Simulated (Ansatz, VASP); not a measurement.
## BeS in VASP and in Ansatz

INCAR

```
SYSTEM = BeS
  ALGO = Normal
  EDIFF = 1E-7
  ENCUT = 520
  GGA = PE
  ISIF = 2
  ISMEAR = 0
  LASPH = .TRUE.
  LCHARG = .TRUE.
  LELF = .TRUE.
  LREAL = .FALSE.
  LVHAR = .TRUE.
  LWAVE = .FALSE.
  NBANDS = 11
  NELM = 60
  PREC = Accurate
  SIGMA = 0.05
```

The input KPOINTS:

```
k-points
0
G
  8 8 8
  0 0 0
```

The input POSCAR:

```
BeS
1.0
    0.0000000000      2.3522500000      2.4977500000
    2.3522500000      0.0000000000      2.4977500000
    2.3522500000      2.3522500000      0.0000000000
Be S
1 1
Direct
    0.0000000000      0.0000000000      0.0000000000
    0.7500000000      0.7500000000      0.7500000000
```

Input for Ansatz:

```yaml
crystal:
  lattice:
    - [0.0, 2.35225, 2.49775]
    - [2.35225, 0.0, 2.49775]
    - [2.35225, 2.35225, 0.0]
  atoms:
    - { symbol: Be, position: [0.0, 0.0, 0.0] }
    - { symbol: S, position: [0.75, 0.75, 0.75] }
basis:
  ecutwfc: 420
kpoints:
  mp_grid: { grid: [8, 8, 8] }
hamiltonian:
  xc: pbe
scf:
  occupations: { method: gaussian, width: 0.05 }
output:
  forces: true
  stress: true
  eigenvalues: true
```

Change from the starting cell: strain -0.030 along x and y, +0.030 along z, atoms carried along.

Alike in both runs: task single point; functional PBE; k mesh 8 × 8 × 8; occupations gaussian, width 0.05 eV; no spin polarisation.

|  | VASP | Ansatz |
| --- | --- | --- |
| version | VASP 6.6.1 | Ansatz 0.2.0 |
| potentials or method | VASP PAW PBE potentials, release 64 (Be, S), cutoff 520 eV | scalar-relativistic, plane waves, PAW |
| valence electrons in the cell | 8 | 8 |

|  | VASP | Ansatz | Ansatz less VASP |
| --- | --- | --- | --- |
| gap on the k mesh at the Fermi level (eV) | 2.76 | 2.76 | -0.001 |
| least direct gap on the mesh (eV) | 5.53 | 5.51 | -0.020 |
| pressure (GPa) | 4.8 | 4.8 | 0.00 |
| traceless stress, the component that is largest in VASP (GPa) | -4.40 | -4.42 | -0.015 |
